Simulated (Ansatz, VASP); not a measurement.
**One calculation of BeS, two programs**

File INCAR:

```
SYSTEM = BeS
PREC = Accurate ; ENCUT = 600
EDIFF = 1E-6 ; ISMEAR = 0
SIGMA = 0.1 ; LREAL = .FALSE.
LASPH = .TRUE. ; NELM = 120
ALGO = Normal ; ISIF = 2
LWAVE = .FALSE. ; LCHARG = .FALSE.
GGA = PS ; NBANDS = 11
GGA_COMPAT = .FALSE.
```

Contents of KPOINTS:

```
regular mesh
0
G
  6 6 6
  0 0 0
```

The input POSCAR:

```
BeS
1.0
    0.0000000000      2.4351516489      2.4351516489
    2.4351516489      0.0000000000      2.4351516489
    2.4351516489      2.4351516489      0.0000000000
Be S
1 1
Direct
    0.0000000000      0.0000000000      0.0000000000
    0.7500000000      0.7500000000      0.7500000000
```

Input for Ansatz:

```yaml
crystal:
  lattice:
    - [0.0, 2.4351516489, 2.4351516489]
    - [2.4351516489, 0.0, 2.4351516489]
    - [2.4351516489, 2.4351516489, 0.0]
  atoms:
    - { symbol: Be, position: [0.0, 0.0, 0.0] }
    - { symbol: S, position: [0.75, 0.75, 0.75] }
basis:
  ecutwfc: 420
kpoints:
  mp_grid: { grid: [6, 6, 6] }
hamiltonian:
  xc: pbesol
scf:
  occupations: { method: gaussian, width: 0.1 }
output:
  forces: true
  stress: true
  eigenvalues: true
```

Alike in both runs: task single point; functional PBEsol; k mesh 6 × 6 × 6; occupations gaussian, width 0.1 eV; no spin polarisation.

|  | VASP | Ansatz |
| --- | --- | --- |
| version | VASP 6.6.1 | Ansatz 0.2.0 |
| potentials or method | VASP PAW PBE potentials, release 64 (Be, S), cutoff 600 eV | scalar-relativistic, plane waves, PAW |
| valence electrons in the cell | 8 | 8 |

```tsv
	VASP	Ansatz	Ansatz less VASP
gap on the k mesh at the Fermi level (eV)	2.95	2.95	-0.003
least direct gap on the mesh (eV)	5.58	5.58	-0.007
pressure (GPa)	-1.6	-1.8	-0.18
```

VASP's potentials were made for PBE, not for PBEsol. With one functional, cell and mesh, what is left measures potentials, basis and numerics.
